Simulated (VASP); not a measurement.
Wanted: the native input for a VASP 6.6.1 run.

* Task: relaxation of cell and atoms
* Functional: PBE
* Potentials or basis: VASP PAW PBE potentials, release 64 (Co)
* Cutoff: 600 eV
* k mesh: 4 × 4 × 4
* Occupations: gaussian, width 0.1 eV
* Spin: collinear spin, ferromagnetic start
* Starting moments: [3.0, 3.0, 3.0] μB
* Dipole correction: no
* Further INCAR settings: ALGO = Fast; EDIFF = 1e-07; IBRION = 2; EDIFFG = -0.04; NSW = 90; ISIF = 3

The structure of Co lies in POSCAR:

```
Co
1.0
    3.7822013400      0.0000000000      0.0000000000
    0.0000000000      3.7822013400      0.0000000000
    0.0000000000      0.0000000000      3.7822013400
Co
3
Direct
    0.5000000000      0.0000000000      0.0000000000
    0.0000000000      0.5000000000      0.0000000000
    0.0000000000      0.0000000000      0.5000000000
```

The cell was built from a structure type or drawn by symmetry, and may not be a known phase.

The input as run:

INCAR

```
  PREC = Accurate
  ENCUT = 600
  EDIFF = 1E-7
  ISMEAR = 0
  SIGMA = 0.1
  LREAL = F
  LASPH = T
  NELM = 150
  ALGO = Fast
  ISIF = 3
  LWAVE = F
  LCHARG = F
  ISPIN = 2
  MAGMOM = 3 3 3
  LORBIT = 11
  LMAXMIX = 4
  GGA = PE
  IBRION = 2
  NSW = 90
  EDIFFG = -0.04
```

KPOINTS

```
Automatic mesh
0
Gamma
  4 4 4
```

Potentials or basis: VASP PAW PBE potentials, release 64 (Co).

Command:

```bash
$ cat potpaw_PBE.64/Co/POTCAR > POTCAR
$ mpirun -np 1 vasp_std > vasp.out
```

It gave:

The relaxed volume is 13.22 Å³/atom and the relaxed cell is a = 3.410 Å, b = 3.410 Å, c = 3.410 Å, α = 90.00°, β = 90.00°, γ = 90.00°. The space group after relaxing (to 0.1 Å) is Pm-3m (No. 221), the energy gained by relaxing is 461.1 meV/atom and the ionic steps are 3. The pressure after relaxing is -0.1 GPa and the net moment is 5.84 μB per cell. The site moments are Co +1.96 μB and the valence electrons inside the program's atomic spheres are Co 8.17.

Caveat: the k points lie up to 0.46 Å⁻¹ apart in the final cell; the volume moved by over 15 % at a fixed basis, so the end points are rough.

It took 54 s on 1 thread of Intel(R) Xeon(R) 6975P-C (Granite Rapids) (shared host), peak memory 0.19 GiB.
